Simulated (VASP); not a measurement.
In3Se:

```
In Se
1.0
     4.80376    0.00000    0.00000
     0.00000    4.80376    0.00000
     0.00000    0.00000    4.80376
In Se
3 1
Direct
  0.50000 0.50000 0.00000
  0.50000 0.00000 0.50000
  0.00000 0.50000 0.50000
  0.00000 0.00000 0.00000
```

- Program: VASP 6.6.1
- Task: relaxation of cell and atoms
- Functional: PBEsol
- Potentials or basis: VASP PAW PBE potentials, release 64 (In_d, Se)
- Cutoff: 600 eV
- k mesh: 6 × 6 × 6
- Occupations: fermi-dirac, width 0.05 eV
- Spin: no spin polarisation

At the start: pressure -2.9 GPa; volume 27.71 Å³/atom.

Task: Where does the relaxation end?

Result: Over 3 steps the energy falls by 22.0 meV/atom and the volume is 25.51 Å³/atom (-7.9 %); space group Pm-3m (No. 221, to 0.1 Å) before and after.

The path:
```csv
step,energy change (eV),largest force (eV/Å),pressure (GPa),volume (Å³)
1,0.0000,0.0000,-2.93,110.85
2,-0.0869,0.0000,-0.37,102.92
3,-0.0880,0.0000,-0.02,102.05
```

Final structure:
```
CELL_PARAMETERS angstrom
4.67309 0.00000 0.00000
0.00000 4.67309 0.00000
0.00000 0.00000 4.67309
ATOMIC_POSITIONS crystal
In 0.50000 0.50000 0.00000
In 0.50000 0.00000 0.50000
In 0.00000 0.50000 0.50000
Se 0.00000 0.00000 0.00000
```

Caveat: the PAW data sets were made with another functional, which shifts forces and pressure a little.
